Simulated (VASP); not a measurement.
Wanted: the native input for a VASP 6.6.1 run.

| Item | Value |
| --- | --- |
| Task | single point |
| Functional | PBE |
| Dispersion | D4 |
| Potentials or basis | VASP PAW PBE potentials, release 64 (Ca_sv, B, H) |
| Cutoff | 520 eV |
| k mesh | 9 × 9 × 7 |
| Occupations | gaussian, width 0.1 eV |
| Spin | no spin polarisation |
| Dipole correction | no |
| Further INCAR settings | ALGO = Normal; EDIFF = 1e-06; NBANDS = 17 |

The structure of CaB2H2 lies in POSCAR:

```
CaB2H2
1.0
    3.4767192709      0.0000000000      0.0000000000
   -1.7383596355      3.0109272105      0.0000000000
    0.0000000000      0.0000000000      3.9792940000
Ca B H
1 2 2
Direct
    0.0000000000      0.0000000000      0.0000000000
    0.3333333333      0.6666666667      0.4628360000
    0.6666666667      0.3333333333      0.5371640000
    0.3333333333      0.6666666667      0.1511690000
    0.6666666667      0.3333333333      0.8488310000
```

The input as run:

INCAR

```
SYSTEM = CaB2H2
PREC = Accurate
ENCUT = 520
EDIFF = 1E-6
ISMEAR = 0
SIGMA = 0.1
LREAL = .False.
LASPH = .True.
NELM = 60
ALGO = Normal
ISIF = 2
LWAVE = .False.
LCHARG = .False.
GGA = PE
IVDW = 13
NBANDS = 17
```

KPOINTS

```
regular mesh
0
Gamma
  9 9 7
  0 0 0
```

Potentials or basis: VASP PAW PBE potentials, release 64 (Ca_sv, B, H).

Run with:

```console
$ cat potpaw_PBE.64/Ca_sv/POTCAR potpaw_PBE.64/B/POTCAR potpaw_PBE.64/H/POTCAR > POTCAR
$ mpirun -np 1 vasp_std > vasp.out
```

Results of the run:

| Quantity | Value |
| --- | --- |
| Pressure | -3.5 GPa |
| Largest force | 0.037 eV/Å |
| Band gap on the k mesh | 0.18 eV, indirect (least direct gap 1.89 eV) |
| Dispersion energy per atom | -0.160 eV |

Wall time 22 s on 1 thread of Intel(R) Xeon(R) 6975P-C (Granite Rapids), with other jobs on the host, peak memory 0.19 GiB.
